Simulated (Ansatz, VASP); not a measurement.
## Two plane-wave programs on RbCl

File INCAR:

```
SYSTEM = RbCl
PREC = Accurate ; ENCUT = 500
EDIFF = 1E-6 ; ISMEAR = 1
SIGMA = 0.13605693122994 ; LREAL = .False.
LASPH = .True. ; NELM = 120
ALGO = Normal ; ISIF = 2
LWAVE = .False. ; LCHARG = .False.
GGA = PE ; NBANDS = 15
GGA_COMPAT = .False.
```

Contents of KPOINTS:

```
regular mesh
0
Gamma
  4 4 4
  0 0 0
```

The input POSCAR:

```
RbCl
1.0
    0.0000000000      3.3087073290      3.3087073290
    3.3087073290      0.0000000000      3.3087073290
    3.3087073290      3.3087073290      0.0000000000
Rb Cl
1 1
Direct
    0.0000000000      0.0000000000      0.0000000000
    0.5000000000      0.5000000000      0.5000000000
```

Input for Ansatz:

```yaml
crystal:
  lattice:
    - [0.0, 3.308707329, 3.308707329]
    - [3.308707329, 0.0, 3.308707329]
    - [3.308707329, 3.308707329, 0.0]
  atoms:
    - { symbol: Rb, position: [0.0, 0.0, 0.0] }
    - { symbol: Cl, position: [0.5, 0.5, 0.5] }
basis:
  ecutwfc: 420
kpoints:
  mp_grid: { grid: [4, 4, 4] }
hamiltonian:
  xc: pbe
scf:
  occupations: { method: methfessel_paxton, width: "0.01 Ry" }
output:
  forces: true
  stress: true
  eigenvalues: true
accuracy: medium
```

Alike in both runs: task single point; functional PBE; k mesh 4 × 4 × 4; no spin polarisation.

```csv
,VASP,Ansatz
version,VASP 6.6.1,Ansatz 0.2.0
potentials or method,"VASP PAW PBE potentials, release 64 (Rb_sv, Cl), cutoff 500 eV","scalar-relativistic, plane waves, PAW"
occupations,"methfessel-paxton of order 1, width 0.136057 eV",methfessel-paxton of order 1
valence electrons in the cell,16,16
```

Ansatz gave:

* gap on the k mesh at the Fermi level (eV): 4.95
* least direct gap on the mesh (eV): 4.95
* pressure (GPa): 0.6

Which values does VASP return?

gap on the k mesh at the Fermi level (eV): 4.95; least direct gap on the mesh (eV): 4.95; pressure (GPa): 0.5.
